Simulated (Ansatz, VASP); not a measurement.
**Bi in VASP and in Ansatz**

INCAR

```
PREC = Accurate
ENCUT = 520
EDIFF = 1E-6
ISMEAR = -1
SIGMA = 0.1
LREAL = False
LASPH = True
NELM = 100
ALGO = Normal
ISIF = 2
LWAVE = False
LCHARG = False
GGA = RP
NBANDS = 22
```

File KPOINTS:

```
regular mesh
0
Gamma
  17 17 9
```

The input POSCAR:

```
Bi
1.0
    3.6207702980      0.0000000000      0.0000000000
   -1.8103851490      3.1356790593      0.0000000000
    0.0000000000      0.0000000000      5.9582003161
Bi
2
Direct
    0.3333333333      0.6666666667      0.2500000000
    0.6666666667      0.3333333333      0.7500000000
```

Input for Ansatz:

```yaml
crystal:
  lattice:
    - [3.620770298, 0.0, 0.0]
    - [-1.810385149, 3.1356790593, 0.0]
    - [0.0, 0.0, 5.9582003161]
  atoms:
    - { symbol: Bi, position: [0.3333333333, 0.6666666667, 0.25] }
    - { symbol: Bi, position: [0.6666666667, 0.3333333333, 0.75] }
hamiltonian:
  xc: rpbe
  pseudopotentials:
    kind: paw
    azcp:
      Bi: "pseudopotentials/Bi.paw.azcp"
basis:
  ecutwfc: 420
  fft_grid_basis: typed
kpoints:
  mp_grid: { grid: [17, 17, 9], shift: [0, 0, 0] }
magnetization:
  spin_polarized: false
scf:
  occupations: { method: fermi_dirac, width: 0.1 }
output:
  stress: true
```

Alike in both runs: task single point; functional RPBE; k mesh 17 × 17 × 9; occupations fermi-dirac, width 0.1 eV; no spin polarisation.

|  | VASP | Ansatz |
| --- | --- | --- |
| version | VASP 6.6.1 | Ansatz 0.2.0 |
| potentials or method | VASP PAW PBE potentials, release 64 (Bi_d), cutoff 520 eV | plane waves (420 eV) with PAW, scalar-relativistic |
| valence electrons in the cell | 30 | 30 |

```csv
,VASP,Ansatz,Ansatz less VASP
pressure (GPa),-1.7,-1.7,+0.07
"traceless stress, the component that is largest in VASP (GPa)",0.30,0.29,-0.003
```

VASP's potentials were made for PBE, not for RPBE.

Spin-orbit coupling is off throughout.
